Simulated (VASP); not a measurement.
Here is a VASP 6.6.1 calculation.

INCAR

```
PREC     = Accurate       # precision mode
ENCUT    = 520            # plane-wave cutoff, eV
EDIFF    = 1E-6           # SCF threshold, eV
ISMEAR   = 0              # smearing method
SIGMA    = 0.2            # smearing width, eV
LREAL    = False          # projectors in reciprocal space
LASPH    = True           # aspherical terms in the spheres
NELM     = 60             # most SCF steps
ALGO     = Fast           # electronic algorithm
ISIF     = 2              # what is computed and relaxed
LWAVE    = False          # write WAVECAR
LCHARG   = False          # write CHGCAR
GGA      = PE             # functional
NBANDS   = 55             # bands
```

Contents of KPOINTS:

```
regular mesh
0
Gamma
  6 6 4
```

Contents of POSCAR:

```
BW3
1.0
   -3.8237564942     -0.0000208380     -0.0000484857
   -0.0000614454     -0.0001639340     -3.8222198838
   -0.0000146860     -7.6698396667     -0.0000722119
B W
2 6
Direct
    1.0000031772      0.9999909573      0.9999959113
    1.0000018058      1.0000047562      0.5000023481
    0.4999977854      1.0000023336      0.7500017153
    0.4999997360      0.9999986514      0.2500014706
    0.4999987121      0.5000032181      0.4999994640
    0.5000001643      0.5000004910     -0.0000007511
    0.9999973223      0.4999986731      0.7499998204
    1.0000012968      0.5000009192      0.2500000213
```

Potentials or basis: VASP PAW PBE potentials, release 64 (B, W_sv).

Run with:

```sh
$ cat potpaw_PBE.64/B/POTCAR potpaw_PBE.64/W_sv/POTCAR > POTCAR
$ mpirun -np 1 vasp_std > vasp.out
```

(1) Predict the band gap on the k mesh.

(2) What does it give for the pressure?

## Answers

(1) zero (bands 45 and 46 overlap by 1.93 eV).

(2) 0.6 GPa.

Caveat: spin-orbit coupling is left out, which moves the levels of the heavy elements.
